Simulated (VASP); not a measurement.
# MgSiN (P4/mmm) in VASP: relaxation of cell and atoms with PBE

Aim: the relaxation of cell and atoms of MgSiN with PBE.

Program: VASP 6.6.1. These are calculated values, not measurements. Logs are shortened: lines on timing, memory, paths and dates and some standing lists are left out, and cuts for length are marked.

## 1. The cell of the first run

Symmetry: P4/mmm, No. 123, tetragonal system. The conventional cell has a = 3.373 Å, b = 3.373 Å, c = 3.436 Å, α = 90.00°, β = 90.00°, γ = 90.00°. Mg (site symmetry 4/mmm) has 2 Si at 1.72 Å within 2.3 Å. Within 2.4 Å of Si (site symmetry 4/mmm) lie 2 Mg at 1.72 Å and 4 N at 2.39 Å. N (site symmetry 4/mmm) has 4 Si at 2.39 Å and 8 Mg at 2.94 Å within 3.2 Å.

The cell was built from a structure type or drawn by symmetry, and may not be a known phase.

## 2. Relaxation of cell and atoms, PBE

Input file INCAR:

```
SYSTEM = MgSiN
PREC = Accurate
ENCUT = 750
EDIFF = 1E-7
ISMEAR = 0
SIGMA = 0.1
LREAL = .FALSE.
LASPH = .TRUE.
NELM = 120
ALGO = Normal
ISIF = 3
LWAVE = .FALSE.
LCHARG = .FALSE.
GGA = PE
IBRION = 2
NSW = 90
EDIFFG = -0.04
GGA_COMPAT = .FALSE.
NELMIN = 4
```

Input file KPOINTS:

```
regular mesh
0
G
  6 6 6
  0 0 0
```

Input file POSCAR:

```
MgSiN
1.0
    3.3733185100      0.0000000000      0.0000000000
    0.0000000000      3.3733185100      0.0000000000
    0.0000000000      0.0000000000      3.4358674100
Mg Si N
1 1 1
Direct
    0.5000000000      0.5000000000      0.5000000000
    0.5000000000      0.5000000000      0.0000000000
    0.0000000000      0.0000000000      0.0000000000
```

Potentials or basis: VASP PAW PBE potentials, release 64 (Mg_sv, Si, N).

The run is started by

```console
$ cat potpaw_PBE.64/Mg_sv/POTCAR potpaw_PBE.64/Si/POTCAR potpaw_PBE.64/N/POTCAR > POTCAR
$ mpirun -np 1 vasp_std > vasp.out
```

OUTCAR:

```text
SYSTEM = MgSiN
   PREC = Accurate
   ENCUT = 750
   EDIFF = 1E-7
   ISMEAR = 0
   LREAL = .FALSE.
   LASPH = .TRUE.
   NELM = 120
   ISIF = 3
   GGA = PE
   IBRION = 2
   NSW = 90
   EDIFFG = -0.04
   NELMIN = 4

 ion  position               nearest neighbor table
   1  0.500  0.500  0.500-   2 1.72   2 1.72
   2  0.500  0.500  0.000-   1 1.72   1 1.72   3 2.39   3 2.39   3 2.39   3 2.39
   3  0.000  0.000  0.000-   2 2.39   2 2.39   2 2.39   2 2.39

  LATTYP: Found a simple tetragonal cell.
 ALAT       =     3.3733185100
 C/A-ratio  =     1.0185422455

  Lattice vectors:

 A1 = (   3.3733185100,   0.0000000000,   0.0000000000)
 A2 = (   0.0000000000,   3.3733185100,   0.0000000000)
 A3 = (   0.0000000000,   0.0000000000,   3.4358674100)

Analysis of symmetry for initial positions (statically):
=====================================================================
 Subroutine PRICEL returns:
 Original cell was already a primitive cell.

 Routine SETGRP: Setting up the symmetry group for a
 simple tetragonal supercell.

 Subroutine GETGRP returns: Found 16 space group operations
 (whereof 16 operations were pure point group operations)
 out of a pool of 16 trial point group operations.

The static configuration has the point symmetry D_4h.

Analysis of symmetry for dynamics (positions and initial velocities):
=====================================================================
 Subroutine PRICEL returns:
 Original cell was already a primitive cell.

 Routine SETGRP: Setting up the symmetry group for a
 simple tetragonal supercell.

 Subroutine GETGRP returns: Found 16 space group operations
 (whereof 16 operations were pure point group operations)
 out of a pool of 16 trial point group operations.

The dynamic configuration has the point symmetry D_4h.

 Subroutine INISYM returns: Found 16 space group operations
 (whereof 16 operations are pure point group operations),
 and found     1 'primitive' translations

----------------------------------------------------------------------------------------

                                     Primitive cell

  volume of cell :      39.0977

  direct lattice vectors                    reciprocal lattice vectors
     3.373318510  0.000000000  0.000000000     0.296443990  0.000000000  0.000000000
     0.000000000  3.373318510  0.000000000     0.000000000  0.296443990  0.000000000
     0.000000000  0.000000000  3.435867410     0.000000000  0.000000000  0.291047320

  length of vectors
     3.373318510  3.373318510  3.435867410     0.296443990  0.296443990  0.291047320

  position of ions in fractional coordinates (direct lattice)
     0.500000000  0.500000000  0.500000000
     0.500000000  0.500000000  0.000000000
     0.000000000  0.000000000  0.000000000

  ion indices of the primitive-cell ions
   primitive index   ion index
                 1           1
                 2           2
                 3           3

----------------------------------------------------------------------------------------

 KPOINTS: regular mesh

Automatic generation of k-mesh.
 Grid dimensions read from file:
 generate k-points for:    6    6    6

 Generating k-lattice:

  Cartesian coordinates                     Fractional coordinates (reciprocal lattice)
     0.049407332  0.000000000  0.000000000     0.166666667  0.000000000  0.000000000
     0.000000000  0.049407332  0.000000000     0.000000000  0.166666667  0.000000000
     0.000000000  0.000000000  0.048507887     0.000000000  0.000000000  0.166666667

  Length of vectors
     0.049407332  0.049407332  0.048507887

  Shift w.r.t. Gamma in fractional coordinates (k-lattice)
     0.000000000  0.000000000  0.000000000

 Subroutine IBZKPT returns following result:
 ===========================================

 Found     40 irreducible k-points:

 Following reciprocal coordinates:
            Coordinates               Weight
  0.000000  0.000000  0.000000      1.000000
  0.166667  0.000000  0.000000      4.000000
  0.333333  0.000000  0.000000      4.000000
  0.500000  0.000000  0.000000      2.000000
  0.166667  0.166667  0.000000      4.000000
  0.333333  0.166667  0.000000      8.000000
[... 16 lines left out ...]
  0.333333  0.000000  0.333333      8.000000
  0.500000  0.000000  0.333333      4.000000
 [... further k-points ...]
   k-points           NKPTS =     40   k-points in BZ     NKDIM =     40   number of bands    NBANDS=     13
   number of dos      NEDOS =    301   number of ions     NIONS =      3
   total plane-waves  NPLWV =  28800
   dimension x,y,z NGX =    30 NGY =   30 NGZ =   32
   dimension x,y,z NGXF=    60 NGYF=   60 NGZF=   64
   ions per type =               1   1   1
   NGX,Y,Z   is equivalent  to a cutoff of  14.78, 14.78, 15.48 a.u.
   NGXF,Y,Z  is equivalent  to a cutoff of  29.57, 29.57, 30.97 a.u.
 SYSTEM =  MgSiN
   PREC   = accura    normal or accurate (medium, high low for compatibility)
   ISTART =      0    job   : 0-new  1-cont  2-samecut
   ICHARG =      2    charge: 1-file 2-atom 10-const
   ISPIN  =      1    spin polarized calculation?
   LNONCOLLINEAR =      F non collinear calculations
   LSORBIT =      F    spin-orbit coupling
   LASPH  =      T    aspherical Exc in radial PAW
   ENCUT  =  750.0 eV  55.12 Ry    7.42 a.u.   7.53  7.53  7.67*2*pi/ulx,y,z
   NELM   =    120;   NELMIN=  4; NELMDL= -5     # of ELM steps
   EDIFF  = 0.1E-06   stopping-criterion for ELM
   LREAL  =      F    real-space projection
   EDIFFG = -.4E-01   stopping-criterion for IOM
   NSW    =     90    number of steps for IOM
   IBRION =      2    ionic relax: 0-MD 1-quasi-New 2-CG
   NFREE  =      1    steps in history (QN), initial steepest desc. (CG)
   ISIF   =      3    stress and relaxation
   ISYM   =      2    0-nonsym 1-usesym 2-fastsym
   POTIM  = 0.5000    time-step for ionic-motion
   TEBEG  =    0.0;   TEEND  =   0.0 temperature during run
   PSTRESS=    0.0 pullay stress
   NELECT =      19.0000    total number of electrons
   NUPDOWN=      -1.0000    fix difference up-down
   EMIN   =  10.00;   EMAX   =-10.00  energy-range for DOS
   EFERMI =   0.00;   METHOD = LEGACY
   ISMEAR =     0;   SIGMA  =   0.10  broadening in eV -4-tet -1-fermi 0-gaus
   EFERMI_NEDOS =   21; number of points for ismear=-14 and -15
   IALGO  =     38    algorithm
   IMIX   =      4    mixing-type and parameters
     AMIX     =   0.40;   BMIX     =  1.00
     AMIX_MAG =   1.60;   BMIX_MAG =  1.00
  volume/ion in A,a.u.               =      13.03        87.95
  Fermi-wavevector in a.u.,A,eV,Ry     =   1.287090  2.432248 22.539429  1.656601
  Thomas-Fermi vector in A             =   2.419125
   LORBIT       =      0    0 simple, 1 ext, 2 COOP (PROOUT), +10 PAW based schemes
   GGA     = PE    functional components
   LHFCALC =     F    Hartree Fock is set to
   AEXX    =    0.0000 exact exchange contribution
   IVDW    =     0    specifies the selected vdW correction
   LEPSILON=     F    determine dielectric tensor
   LRPA    =     F    only Hartree local field effects (RPA)
 conjugate gradient relaxation of ions
 non-spin polarized calculation
 Gauss-broadening in eV      SIGMA  =   0.10
  energy-cutoff  :      750.00
  volume of cell :       39.10
 maximum number of plane-waves:      1856
   NGX = 15   NGY = 15   NGZ = 15

--------------------------------------- Ionic step        1  -------------------------------------------

 number of electron      18.9999992 magnetization

 Free energy of the ion-electron system (eV)
  ---------------------------------------------------
  ext. energy  EPLUGINS =         0.00000000
  ---------------------------------------------------
  free energy    TOTEN  =        -1.47392646 eV

  energy without entropy =       -1.46775708  energy(sigma->0) =       -1.47084177

------------------------ aborting loop because EDIFF is reached ----------------------------------------

  FORCE on cell =-STRESS in cart. coord.  units (eV):
  Direction    XX          YY          ZZ          XY          YZ          ZX
  --------------------------------------------------------------------------------------
  -------------------------------------------------------------------------------------
  Total       -6.1964064     -6.1964064     68.2954879      0.0000000     -0.0000000      0.0000000
  in kB     -253.9214466   -253.9214466   2798.6687571      0.0000000     -0.0000000      0.0000000
  external PRESSURE =     763.6086213 kB  Pullay stress =       0.0000000 kB
[... 92 lines left out ...]
  FREE ENERGIE OF THE ION-ELECTRON SYSTEM (eV)
  ---------------------------------------------------
  free  energy   TOTEN  =       -11.8615397615 eV

  energy  without entropy=      -11.8515673235  energy(sigma->0) =      -11.85655354

 E-fermi :   3.8842     XC(G=0):  -9.3984

 val. band max:        3.8205734990   @ k =   0.5000   0.5000   0.1667
 cond. band min:       3.9325562442   @ k =   0.1667   0.0000   0.1667
 fundamental gap:      0.1119827452
 Fermi energy:         3.8842136757

 k-point     1 :       0.0000    0.0000    0.0000
  band No.  band energies     occupation
      1     -72.2603      2.00000
      2     -39.1001      2.00000
      3     -39.1001      2.00000
      4     -38.9370      2.00000
      5     -10.8504      2.00000
      6      -1.4386      2.00000
      7      -0.5244      2.00000
      8       1.3432      2.00000
      9       1.3432      2.00000
     10       2.7331      2.00000
     11       5.8106      0.00000
     12       9.3873      0.00000
     13      11.1533      0.00000
[... 356 lines left out ...]
      2     -39.1130      2.00000
      3     -39.0987      2.00000
      4     -38.9234      2.00000
      5      -9.6499      2.00000
      6      -4.6362      2.00000
      7       1.0674      2.00000
      8       1.1297      2.00000
      9       2.3105      2.00000
     10       4.9659      0.00000
     11       5.0605      0.00000
     12       6.6927      0.00000
     13       8.4335      0.00000

 [... further k-points ...]

[... ionic steps 4 to 8 ...]

--------------------------------------- Ionic step        9  -------------------------------------------

 number of electron      19.0000039 magnetization

------------------------ aborting loop because EDIFF is reached ----------------------------------------
[... 69 lines left out ...]
--------------------------------------- Ionic step       11  -------------------------------------------

 number of electron      19.0000033 magnetization

 Free energy of the ion-electron system (eV)
  ---------------------------------------------------
  ext. energy  EPLUGINS =         0.00000000
  ---------------------------------------------------
  free energy    TOTEN  =       -13.38177978 eV

  energy without entropy =      -13.37506818  energy(sigma->0) =      -13.37842398

 E-fermi :   6.5714     XC(G=0): -10.5154

 val. band max:        6.5641192944   @ k =   0.3333   0.0000   0.0000
 cond. band min:       6.6989138937   @ k =   0.3333   0.1667   0.1667
 fundamental gap:      0.1347945993
 Fermi energy:         6.5714147072

 k-point     1 :       0.0000    0.0000    0.0000
  band No.  band energies     occupation
      1     -69.3321      2.00000
      2     -36.1357      2.00000
      3     -36.1357      2.00000
      4     -36.0209      2.00000
      5     -11.8235      2.00000
      6      -0.4902      2.00000
      7       1.0643      2.00000
      8       2.4496      2.00000
      9       2.4496      2.00000
     10       6.4699      1.84898
     11       9.2146      0.00000
     12      11.7977      0.00000
     13      17.0751      0.00000
[... 398 lines left out ...]
  FREE ENERGIE OF THE ION-ELECTRON SYSTEM (eV)
  ---------------------------------------------------
  free  energy   TOTEN  =       -13.3817797782 eV

  energy  without entropy=      -13.3750681811  energy(sigma->0) =      -13.37842398

 reached required accuracy - stopping structural energy minimisation
```

Wall time 6.9 min (1 thread of Intel Xeon Platinum 8175M at 2.50GHz (Skylake/Cascade Lake), shared host); peak memory 0.2 GiB.

Results:

| Quantity | Value |
| --- | --- |
| Free energy | -13.3818 eV |
| Relaxed volume | 13.16 Å³/atom |
| Relaxed cell | a = 2.778 Å, b = 2.778 Å, c = 5.114 Å, α = 90.00°, β = 90.00°, γ = 90.00° |
| Space group after relaxing (to 0.1 Å) | P4/mmm (No. 123) |
| Energy gained by relaxing | 3969.3 meV/atom |
| Ionic steps | 11 |
| Pressure after relaxing | 0.0 GPa |
| Band gap on the k mesh | zero (an odd number of electrons rules out a gap without spin polarisation) |

The path:
```tsv
step	energy change (eV)	largest force (eV/Å)	pressure (GPa)	volume (Å³)
1	0.0000	0.0000	76.36	39.10
2	1.2123	0.0000	-88.87	66.50
3	-10.3876	0.0000	-25.05	55.14
4	-10.6935	0.0000	-18.33	53.33
5	-10.7529	0.0000	-13.59	51.98
6	-11.6219	0.0000	-6.13	43.39
7	-11.8485	0.0000	5.02	38.62
8	-11.8406	0.0000	-0.33	38.89
9	-11.9023	0.0000	2.46	38.78
10	-11.9070	0.0000	-1.01	39.75
11	-11.9079	0.0000	-0.03	39.47
```

Final structure:
```
Mg Si N
1.0
     2.77836    0.00000    0.00000
     0.00000    2.77836    0.00000
     0.00000    0.00000    5.11359
Mg Si N
1 1 1
Direct
  0.50000 0.50000 0.50000
  0.50000 0.50000 0.00000
  0.00000 0.00000 0.00000
```

Caveat: a cell axis changed by over 15 % at a fixed basis, so the end point is rough.
